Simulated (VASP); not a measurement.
A run of VASP 6.6.1 is set up as follows.

The input INCAR:

```
SYSTEM = Te2Mo
  ALGO = Normal
  EDIFF = 1E-6
  ENCUT = 520
  GGA = PE
  ISIF = 2
  ISMEAR = 0
  LASPH = .TRUE.
  LCHARG = .FALSE.
  LREAL = .FALSE.
  LWAVE = .FALSE.
  NBANDS = 35
  NELM = 60
  PREC = Accurate
  SIGMA = 0.05
```

The input KPOINTS:

```
k-points
0
G
  12 12 2
  0 0 0
```

POSCAR

```
Te2Mo
1.0
    3.3792131114      0.0000000000      0.0000000000
   -1.6896065557      2.9264843993      0.0000000000
    0.0000000000      0.0000000000     15.2047186580
Te Mo
4 2
Direct
    0.3333333333      0.6666666667      0.6310943552
    0.6666666667      0.3333333333      0.1310943552
    0.3333333333      0.6666666667      0.8689056448
    0.6666666667      0.3333333333      0.3689056448
    0.3333333333      0.6666666667      0.2500000000
    0.6666666667      0.3333333333      0.7500000000
```

Potentials or basis: VASP PAW PBE potentials, release 64 (Te, Mo_sv).

Command:

```console
$ cat potpaw_PBE.64/Te/POTCAR potpaw_PBE.64/Mo_sv/POTCAR > POTCAR
$ mpirun -np 1 vasp_std > vasp.out
```

Question: Estimate the largest force.

Answer: 1.047 eV/Å.

Question: Estimate the pressure.

Answer: 10.4 GPa.

Forces in eV/Å, atoms in the order of the input:
```
Te   0.000  0.000 -1.047
Te   0.000  0.000 -1.047
Te   0.000  0.000  1.047
Te   0.000  0.000  1.047
Mo   0.000  0.000  0.000
Mo   0.000  0.000  0.000
```

Caveat: the cell differs from its parent crystal (strain -0.050 along x and y, +0.000 along z); the cell stands under pressure; this functional lacks dispersion, which binds layers or chains, so the pressure and a relaxed spacing across them are unreliable; forces of over 1 eV/Å act on the atoms, so gaps and moduli don't describe the material at rest.
